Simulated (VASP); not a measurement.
Write the native input for VASP 6.6.1 that does the following.

```yaml
Task: single point
Functional: LDA
Potentials_or_basis: VASP PAW LDA potentials, release 64 (Se)
Cutoff: 520 eV
k_mesh: 9 × 9 × 9
Occupations: fermi-dirac, width 0.05 eV
Spin: no spin polarisation
Dipole_correction: no
Further_INCAR_settings: ALGO = Normal; EDIFF = 1e-06; NBANDS = 13
```

The structure of Se lies in POSCAR:

```
Se
1.0
    0.0000000000      2.9719609764      2.9719609764
    2.9719609764      0.0000000000      2.9719609764
    2.9719609764      2.9719609764      0.0000000000
Se
2
Direct
   -0.2600000000     -0.0800000000     -0.0800000000
    0.2600000000      0.0800000000      0.0800000000
```

This cell differs from its parent crystal: shortest bond scaled by 0.64.

These files were run (other wordings do the same):

INCAR

```
SYSTEM = Se
ALGO = Normal ; EDIFF = 1E-6
ENCUT = 520 ; ISIF = 2
ISMEAR = -1 ; LASPH = .True.
LCHARG = .True. ; LELF = .True.
LREAL = .False. ; LVHAR = .True.
LWAVE = .False. ; NBANDS = 13
NELM = 80 ; PREC = Accurate
SIGMA = 0.05
```

KPOINTS

```
k-points
0
Gamma
  9 9 9
  0 0 0
```

Potentials or basis: VASP PAW LDA potentials, release 64 (Se).

Command:

```console
$ cat potpaw_LDA.64/Se/POTCAR > POTCAR
$ mpirun -np 1 vasp_std > vasp.out
```

Results of the run:

```json
{
 "Pressure": "70.8 GPa",
 "Largest force": "41.051 eV/Å",
 "Band gap on the k mesh": "zero (bands 6 and 7 overlap by 2.34 eV)"
}
```

Caveat: the cell differs from its parent crystal (shortest bond scaled by 0.64); atoms lie so close that the PAW spheres overlap strongly, which falsifies energies and pressures; the cell stands under pressure; forces of over 1 eV/Å act on the atoms, so gaps and moduli don't describe the material at rest.

It took 22 s on 1 thread of Intel(R) Xeon(R) Platinum 8488C (Sapphire Rapids) (shared host), peak memory 0.18 GiB.
